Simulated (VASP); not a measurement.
Crystal: MgSi2N.

```xyz
4
Lattice="2.1353 1.2328 3.8693 -2.1353 1.2328 3.8693 0.0000 -2.4656 3.8693" Properties=species:S:1:pos:R:3 pbc="T T T"
Mg    0.0000    0.0000    5.8040
Si    0.0000    0.0000    3.8433
Si    0.0000    0.0000    7.7647
N     0.0000    0.0000    0.0000
```

| Quantity | Value |
| --- | --- |
| Program | VASP 6.6.1 |
| Task | relaxation of cell and atoms |
| Functional | PBE |
| Potentials or basis | VASP PAW PBE potentials, release 64 (Mg, Si, N) |
| Cutoff | 600 eV |
| k mesh | 6 × 6 × 6 |
| Occupations | gaussian, width 0.1 eV |
| Spin | no spin polarisation |

At the start: pressure 23.9 GPa; volume 15.28 Å³/atom.

**Question.** How do energy, volume and symmetry change on relaxing?

**Answer.** Over 19 steps the energy falls by 1384.8 meV/atom and the volume is 15.00 Å³/atom (-1.8 %); space group R-3m (No. 166, to 0.05 Å).

Step by step:
| step | energy change (eV) | largest force (eV/Å) | pressure (GPa) | volume (Å³) |
| --- | --- | --- | --- | --- |
| 1 | 0.0000 | 9.3737 | 23.88 | 61.11 |
| 2 | -4.4885 | 0.1376 | -13.62 | 78.65 |
| 3 | -4.6510 | 0.3620 | -9.01 | 71.18 |
| 4 | -4.6599 | 0.2828 | -9.74 | 71.92 |
| 5 | -5.1948 | 0.8732 | -2.40 | 62.64 |
| 6 | -5.2392 | 1.1038 | 1.43 | 60.03 |
| 7 | -5.2397 | 1.1398 | 2.04 | 59.67 |
| 8 | -5.3623 | 0.7378 | 2.15 | 58.93 |
| 9 | -5.4427 | 0.4734 | 2.63 | 58.11 |
| 10 | -5.4183 | 0.8496 | 4.58 | 56.42 |
| 11 | -5.4775 | 0.2034 | 3.04 | 57.56 |
| 12 | -5.4758 | 0.2960 | 3.60 | 57.02 |
| 13 | -5.4827 | 0.0199 | 3.25 | 57.30 |
| 14 | -5.5098 | 0.2638 | -1.62 | 60.57 |
| 15 | -5.5124 | 0.2120 | -0.58 | 59.79 |
| 16 | -5.5306 | 0.0716 | -0.47 | 60.05 |
| 17 | -5.5383 | 0.0666 | -0.27 | 60.30 |
| 18 | -5.5384 | 0.0775 | -0.25 | 60.32 |
| 19 | -5.5391 | 0.0195 | 0.20 | 60.00 |

Final structure:
```xyz
4
Lattice="1.8038 1.0414 5.3231 -1.8038 1.0414 5.3231 0.0000 -2.0828 5.3231" Properties=species:S:1:pos:R:3 pbc="T T T"
Mg    0.0000    0.0000    7.9846
Si    0.0000    0.0000    4.6040
Si    0.0000    0.0000   11.3652
N     0.0000    0.0000    0.0000
```
